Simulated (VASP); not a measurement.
# SrTe7 (R-3m) in VASP: notebook

Runs on SrTe7. Level: PBE. Tasks: single point.

Program: VASP 6.6.1. These are calculated values, not measurements. Logs are shortened: lines on timing, memory, paths and dates and some standing lists are left out, and cuts for length are marked.

## Step 1: The cell of the first run

The structure is trigonal, space group R-3m (No. 166). The conventional cell has a = 6.617 Å, b = 6.617 Å, c = 17.941 Å, α = 90.00°, β = 90.00°, γ = 120.00°. Sr (site symmetry -3m) has 12 Te at 3.58 Å within 4.7 Å. Te (site symmetry m) has 4 Te at 2.74 to 2.78 Å and 2 Sr at 3.58 Å within 3.6 Å. Te (site symmetry -3m) has 6 Te at 2.78 Å within 3.7 Å.

## Step 2: Single point, PBE

Contents of INCAR:

```
PREC = Accurate
ENCUT = 520
EDIFF = 1E-7
ISMEAR = 0
SIGMA = 0.1
LREAL = F
LASPH = T
NELM = 80
ALGO = Normal
ISIF = 2
LWAVE = F
LCHARG = F
GGA = PE
NBANDS = 36
```

Contents of KPOINTS:

```
Automatic mesh
0
Gamma
  3 3 3
```

Contents of POSCAR:

```
SrTe7
1.0
    3.3086032500      1.9102229800      5.9804508500
   -3.3086032500      1.9102229800      5.9804508500
    0.0000000000     -3.8204459600      5.9804508500
Sr Te
1 7
Direct
    0.0000000000      0.0000000000      0.0000000000
    0.9825447100      0.3971602500      0.3971602500
    0.3971602500      0.9825447100      0.3971602500
    0.3971602500      0.3971602500      0.9825447100
    0.0174552900      0.6028397500      0.6028397500
    0.6028397500      0.0174552900      0.6028397500
    0.6028397500      0.6028397500      0.0174552900
    0.5000000000      0.5000000000      0.5000000000
```

Potentials or basis: VASP PAW PBE potentials, release 64 (Sr_sv, Te).

Run with:

```sh
cat potpaw_PBE.64/Sr_sv/POTCAR potpaw_PBE.64/Te/POTCAR > POTCAR
mpirun -np 1 vasp_std > vasp.out
```

OUTCAR:

```text
PREC = Accurate
   ENCUT = 520
   EDIFF = 1E-7
   ISMEAR = 0
   LREAL = F
   LASPH = T
   NELM = 80
   ISIF = 2
   GGA = PE

 ion  position               nearest neighbor table
   1  0.000  0.000  0.000-   7 3.58   7 3.58   4 3.58   4 3.58   2 3.58   5 3.58   3 3.58   6 3.58
                             5 3.58   6 3.58   2 3.58   3 3.58
   2  0.983  0.397  0.397-   3 2.74   4 2.74   5 2.75   8 2.78   1 3.58   1 3.58
   3  0.397  0.983  0.397-   2 2.74   4 2.74   6 2.75   8 2.78   1 3.58   1 3.58
   4  0.397  0.397  0.983-   2 2.74   3 2.74   7 2.75   8 2.78   1 3.58   1 3.58
   5  0.017  0.603  0.603-   6 2.74   7 2.74   2 2.75   8 2.78   1 3.58   1 3.58
   6  0.603  0.017  0.603-   5 2.74   7 2.74   3 2.75   8 2.78   1 3.58   1 3.58
   7  0.603  0.603  0.017-   5 2.74   6 2.74   4 2.75   8 2.78   1 3.58   1 3.58
   8  0.500  0.500  0.500-   2 2.78   3 2.78   5 2.78   6 2.78   4 2.78   7 2.78

  LATTYP: Found a trigonal (rhomboedric) cell.
 ALAT       =     7.0965907074
 COS(alpha) =     0.5652697468

  Lattice vectors:

 A1 = (   3.3086032500,   1.9102229800,   5.9804508500)
 A2 = (  -3.3086032500,   1.9102229800,   5.9804508500)
 A3 = (   0.0000000000,  -3.8204459600,   5.9804508500)

Analysis of symmetry for initial positions (statically):
=====================================================================
 Subroutine PRICEL returns:
 Original cell was already a primitive cell.

 Routine SETGRP: Setting up the symmetry group for a
 trigonal (rhombohedral) supercell.

 Subroutine GETGRP returns: Found 12 space group operations
 (whereof 12 operations were pure point group operations)
 out of a pool of 12 trial point group operations.

The static configuration has the point symmetry D_3d.

Analysis of symmetry for dynamics (positions and initial velocities):
=====================================================================
 Subroutine PRICEL returns:
 Original cell was already a primitive cell.

 Routine SETGRP: Setting up the symmetry group for a
 trigonal (rhombohedral) supercell.

 Subroutine GETGRP returns: Found 12 space group operations
 (whereof 12 operations were pure point group operations)
 out of a pool of 12 trial point group operations.

The dynamic configuration has the point symmetry D_3d.

 Subroutine INISYM returns: Found 12 space group operations
 (whereof 12 operations are pure point group operations),
 and found     1 'primitive' translations

----------------------------------------------------------------------------------------

                                     Primitive cell

  volume of cell :     226.7848

  direct lattice vectors                    reciprocal lattice vectors
     3.308603250  1.910222980  5.980450850     0.151121172  0.087249849  0.055737158
    -3.308603250  1.910222980  5.980450850    -0.151121172  0.087249849  0.055737158
     0.000000000 -3.820445960  5.980450850     0.000000000 -0.174499698  0.055737158

  length of vectors
     7.096590707  7.096590707  7.096590710     0.183185085  0.183185085  0.183185085

  position of ions in fractional coordinates (direct lattice)
     0.000000000  0.000000000  0.000000000
     0.982544710  0.397160250  0.397160250
     0.397160250  0.982544710  0.397160250
     0.397160250  0.397160250  0.982544710
     0.017455290  0.602839750  0.602839750
     0.602839750  0.017455290  0.602839750
     0.602839750  0.602839750  0.017455290
     0.500000000  0.500000000  0.500000000

  ion indices of the primitive-cell ions
   primitive index   ion index
                 1           1
                 2           2
                 3           3
                 4           4
                 5           5
                 6           6
                 7           7
                 8           8

----------------------------------------------------------------------------------------

 KPOINTS: Automatic mesh

Automatic generation of k-mesh.
 Grid dimensions read from file:
 generate k-points for:    3    3    3

 Generating k-lattice:

  Cartesian coordinates                     Fractional coordinates (reciprocal lattice)
     0.050373724  0.029083283  0.018579053     0.333333333 -0.000000000 -0.000000000
    -0.050373724  0.029083283  0.018579053    -0.000000000  0.333333333 -0.000000000
     0.000000000 -0.058166566  0.018579053    -0.000000000 -0.000000000  0.333333333

  Length of vectors
     0.061061695  0.061061695  0.061061695

  Shift w.r.t. Gamma in fractional coordinates (k-lattice)
     0.000000000  0.000000000  0.000000000

 Subroutine IBZKPT returns following result:
 ===========================================

 Found      6 irreducible k-points:

 Following reciprocal coordinates:
            Coordinates               Weight
  0.000000  0.000000  0.000000      1.000000
  0.333333  0.000000  0.000000      6.000000
  0.333333  0.333333  0.000000      6.000000
 -0.333333  0.333333  0.000000      6.000000
  0.333333  0.333333  0.333333      2.000000
 -0.333333  0.333333  0.333333      6.000000
   k-points           NKPTS =      6   k-points in BZ     NKDIM =      6   number of bands    NBANDS=     36
   number of dos      NEDOS =    301   number of ions     NIONS =      8
   total plane-waves  NPLWV = 157464
   dimension x,y,z NGX =    54 NGY =   54 NGZ =   54
   dimension x,y,z NGXF=   108 NGYF=  108 NGZF=  108
   ions per type =               1   7
   NGX,Y,Z   is equivalent  to a cutoff of  12.65, 12.65, 12.65 a.u.
   NGXF,Y,Z  is equivalent  to a cutoff of  25.30, 25.30, 25.30 a.u.
 SYSTEM =  unknown system
   PREC   = accura    normal or accurate (medium, high low for compatibility)
   ISTART =      0    job   : 0-new  1-cont  2-samecut
   ICHARG =      2    charge: 1-file 2-atom 10-const
   ISPIN  =      1    spin polarized calculation?
   LNONCOLLINEAR =      F non collinear calculations
   LSORBIT =      F    spin-orbit coupling
   LASPH  =      T    aspherical Exc in radial PAW
   ENCUT  =  520.0 eV  38.22 Ry    6.18 a.u.  13.19 13.19 13.19*2*pi/ulx,y,z
   NELM   =     80;   NELMIN=  2; NELMDL= -5     # of ELM steps
   EDIFF  = 0.1E-06   stopping-criterion for ELM
   LREAL  =      F    real-space projection
   EDIFFG = 0.1E-05   stopping-criterion for IOM
   NSW    =      0    number of steps for IOM
   IBRION =     -1    ionic relax: 0-MD 1-quasi-New 2-CG
   NFREE  =      0    steps in history (QN), initial steepest desc. (CG)
   ISIF   =      2    stress and relaxation
   ISYM   =      2    0-nonsym 1-usesym 2-fastsym
   POTIM  = 0.5000    time-step for ionic-motion
   TEBEG  =    0.0;   TEEND  =   0.0 temperature during run
   PSTRESS=    0.0 pullay stress
   NELECT =      52.0000    total number of electrons
   NUPDOWN=      -1.0000    fix difference up-down
   EMIN   =  10.00;   EMAX   =-10.00  energy-range for DOS
   EFERMI =   0.00;   METHOD = LEGACY
   ISMEAR =     0;   SIGMA  =   0.10  broadening in eV -4-tet -1-fermi 0-gaus
   EFERMI_NEDOS =   21; number of points for ismear=-14 and -15
   IALGO  =     38    algorithm
   IMIX   =      4    mixing-type and parameters
     AMIX     =   0.40;   BMIX     =  1.00
     AMIX_MAG =   1.60;   BMIX_MAG =  1.00
  volume/ion in A,a.u.               =      28.35       191.30
  Fermi-wavevector in a.u.,A,eV,Ry     =   1.002008  1.893521 13.660529  1.004021
  Thomas-Fermi vector in A             =   2.134467
   LORBIT       =      0    0 simple, 1 ext, 2 COOP (PROOUT), +10 PAW based schemes
   GGA     = PE    functional components
   LHFCALC =     F    Hartree Fock is set to
   AEXX    =    0.0000 exact exchange contribution
   IVDW    =     0    specifies the selected vdW correction
   LEPSILON=     F    determine dielectric tensor
   LRPA    =     F    only Hartree local field effects (RPA)
 non-spin polarized calculation
 Gauss-broadening in eV      SIGMA  =   0.10
  energy-cutoff  :      520.00
  volume of cell :      226.78
 maximum number of plane-waves:      6151
 NGX is ok and might be reduce to    54
   NGX = 27   NGY = 27   NGZ = 27

 number of electron      52.0000000 magnetization

 Free energy of the ion-electron system (eV)
  ---------------------------------------------------
  ext. energy  EPLUGINS =         0.00000000
  ---------------------------------------------------
  free energy    TOTEN  =       -18.00482311 eV

  energy without entropy =      -17.96665108  energy(sigma->0) =      -17.98573709

 E-fermi :   8.2173     XC(G=0):  -9.7263

 val. band max:        8.2159215576   @ k =   0.3333   0.3333   0.0000
 cond. band min:       8.3966705792   @ k =   0.0000   0.0000   0.0000
 fundamental gap:      0.1807490216
 Fermi energy:         8.2173097200

 k-point     1 :       0.0000    0.0000    0.0000
  band No.  band energies     occupation
      1     -28.2532      2.00000
      2     -10.2838      2.00000
      3     -10.2695      2.00000
      4     -10.2695      2.00000
      5      -7.6817      2.00000
      6      -5.4637      2.00000
[... 28 lines left out ...]
     35      11.2936      0.00000
     36      11.4323      0.00000

 k-point     2 :       0.3333    0.0000    0.0000
  band No.  band energies     occupation
      1     -28.2532      2.00000
      2     -10.2900      2.00000
      3     -10.2823      2.00000
      4     -10.2735      2.00000
      5      -7.2605      2.00000
      6      -5.9791      2.00000
[... 28 lines left out ...]
     35      11.3834      0.00000
     36      11.9119      0.00000

 k-point     3 :       0.3333    0.3333    0.0000
  band No.  band energies     occupation
      1     -28.2532      2.00000
      2     -10.2894      2.00000
      3     -10.2825      2.00000
      4     -10.2740      2.00000
      5      -7.1302      2.00000
      6      -5.9660      2.00000
[... 28 lines left out ...]
     35      11.2759      0.00000
     36      11.7078      0.00000

 k-point     4 :      -0.3333    0.3333    0.0000
  band No.  band energies     occupation
      1     -28.2532      2.00000
      2     -10.2878      2.00000
      3     -10.2868      2.00000
      4     -10.2817      2.00000
      5      -6.6631      2.00000
      6      -6.4161      2.00000
[... 28 lines left out ...]
     35      11.6516      0.00000
     36      11.8106      0.00000

 k-point     5 :       0.3333    0.3333    0.3333
  band No.  band energies     occupation
      1     -28.2532      2.00000
      2     -10.2862      2.00000
      3     -10.2697      2.00000
      4     -10.2697      2.00000
      5      -7.3359      2.00000
      6      -6.2907      2.00000
[... 28 lines left out ...]
     35      11.3494      0.00000
     36      11.4735      0.00000

 k-point     6 :      -0.3333    0.3333    0.3333
  band No.  band energies     occupation
      1     -28.2532      2.00000
      2     -10.2890      2.00000
      3     -10.2836      2.00000
      4     -10.2739      2.00000
      5      -6.8289      2.00000
      6      -6.2912      2.00000
[... 28 lines left out ...]
     35      11.4564      0.00000
     36      11.8956      0.00000

------------------------ aborting loop because EDIFF is reached ----------------------------------------

  FORCE on cell =-STRESS in cart. coord.  units (eV):
  Direction    XX          YY          ZZ          XY          YZ          ZX
  --------------------------------------------------------------------------------------
  -------------------------------------------------------------------------------------
  Total       35.3058084     35.3058085     31.8841590     -0.0000000      0.0000000      0.0000000
  in kB      249.4266245    249.4266253    225.2535353     -0.0000000      0.0000000      0.0000000
  external PRESSURE =     241.3689284 kB  Pullay stress =       0.0000000 kB

 VOLUME and BASIS-vectors are now :
 -----------------------------------------------------------------------------
  energy-cutoff  :      520.00
  volume of cell :      226.78
      direct lattice vectors                 reciprocal lattice vectors
     3.308603250  1.910222980  5.980450850     0.151121172  0.087249849  0.055737158
    -3.308603250  1.910222980  5.980450850    -0.151121172  0.087249849  0.055737158
     0.000000000 -3.820445960  5.980450850     0.000000000 -0.174499698  0.055737158

 POSITION                                       TOTAL-FORCE (eV/Angst)
 -----------------------------------------------------------------------------------
      0.00000      0.00000      0.00000         0.000000      0.000000      0.000000
      1.93680      1.11821     10.62646        -2.306047     -1.331397     -1.423058
     -1.93680      1.11821     10.62646         2.306047     -1.331397     -1.423058
      0.00000     -2.23643     10.62646         0.000000      2.662794     -1.423058
     -1.93680     -1.11821      7.31490         2.306047      1.331397      1.423058
      1.93680     -1.11821      7.31490        -2.306047      1.331397      1.423058
      0.00000      2.23643      7.31490         0.000000     -2.662794      1.423058
      0.00000      0.00000      8.97068         0.000000      0.000000      0.000000
 -----------------------------------------------------------------------------------
    total drift:                               -0.000000     -0.000000      0.000000

  FREE ENERGIE OF THE ION-ELECTRON SYSTEM (eV)
  ---------------------------------------------------
  free  energy   TOTEN  =       -18.0048231112 eV

  energy  without entropy=      -17.9666510764  energy(sigma->0) =      -17.98573709
```

Wall time 46 s (1 thread of Intel Xeon 6975P-C (Granite Rapids), shared host); peak memory 0.38 GiB.

What came out:

* Free energy: -18.0048 eV
* Pressure: 24.1 GPa
* Largest force: 3.019 eV/Å
* Band gap on the k mesh: zero (band 26 reaches 9.22 eV, above the bottom of band 27 at 8.02 eV)

Forces on the atoms (eV/Å):
```
Sr   0.000  0.000  0.000
Te  -2.306 -1.331 -1.423
Te   2.306 -1.331 -1.423
Te   0.000  2.663 -1.423
Te   2.306  1.331  1.423
Te  -2.306  1.331  1.423
Te   0.000 -2.663  1.423
Te   0.000  0.000  0.000
```

Stress tensor (GPa, compression positive):
```
24.94  0.00  0.00
 0.00 24.94  0.00
 0.00  0.00 22.53
```

Caveat: the k points lie up to 0.38 Å⁻¹ apart; spin-orbit coupling is left out, which moves the levels of the heavy elements; forces of over 1 eV/Å act on the atoms, so gaps and moduli don't describe the material at rest.

## Step 3: Single point, PBE

This run uses another cell than the first one, of 40.42 Å³/atom, 1.426 times its volume.

Contents of INCAR:

```
PREC     = Accurate       # precision mode
ENCUT    = 520            # plane-wave cutoff, eV
EDIFF    = 1E-7           # SCF threshold, eV
ISMEAR   = 0              # smearing method
SIGMA    = 0.1            # smearing width, eV
LREAL    = F              # projectors in reciprocal space
LASPH    = T              # aspherical terms in the spheres
NELM     = 100            # most SCF steps
ALGO     = Normal         # electronic algorithm
ISIF     = 2              # what is computed and relaxed
LWAVE    = F              # write WAVECAR
LCHARG   = F              # write CHGCAR
GGA      = PE             # functional
NBANDS   = 36             # bands
```

KPOINTS is that of step 2.

Contents of POSCAR:

```
SrTe7
1.0
    3.3390317812      1.9277908977      8.3726509323
   -3.3390317812      1.9277908977      8.3726509323
    0.0000000000     -3.8555817955      8.3726509323
Sr Te
1 7
Direct
    0.0000000000      0.0000000000      0.0000000000
    0.9338368730      0.4426201865      0.4426201865
    0.4426201865      0.9338368730      0.4426201865
    0.4426201865      0.4426201865      0.9338368730
    0.0661631270      0.5573798135      0.5573798135
    0.5573798135      0.0661631270      0.5573798135
    0.5573798135      0.5573798135      0.0661631270
    0.5000000000      0.5000000000      0.5000000000
```

Potentials or basis: VASP PAW PBE potentials, release 64 (Sr_sv, Te).

Run with:

```sh
cat potpaw_PBE.64/Sr_sv/POTCAR potpaw_PBE.64/Te/POTCAR > POTCAR
mpirun -np 1 vasp_std > vasp.out
```

Run time: 1.9 min. Hardware: 1 thread of Intel Xeon 6975P-C (Granite Rapids), shared host; peak memory 0.63 GiB.

It converged, with:

* Free energy: -25.0820 eV
* Pressure: 0.0 GPa
* Largest force: 0.038 eV/Å
* Band gap on the k mesh: zero (band 26 reaches 5.40 eV, above the bottom of band 27 at 3.71 eV)

Forces in eV/Å, atoms in the order of the input:
```
Sr   0.000  0.000  0.000
Te  -0.032 -0.018  0.009
Te   0.032 -0.018  0.009
Te   0.000  0.037  0.009
Te   0.032  0.018 -0.009
Te  -0.032  0.018 -0.009
Te   0.000 -0.037 -0.009
Te   0.000  0.000  0.000
```

Stress tensor (GPa, compression positive):
```
 0.03  0.00  0.00
 0.00  0.03  0.00
 0.00  0.00 -0.18
```

Levels at points of the mesh, in eV from the Fermi level:
```csv
k point,band 24,band 25,band 26,band 27,band 28,band 29
"(0.00, 0.00, 0.00)",0.38,1.23,1.42,1.46,1.46,1.49
```

Caveat: the k points lie up to 0.37 Å⁻¹ apart; spin-orbit coupling is left out, which moves the levels of the heavy elements.
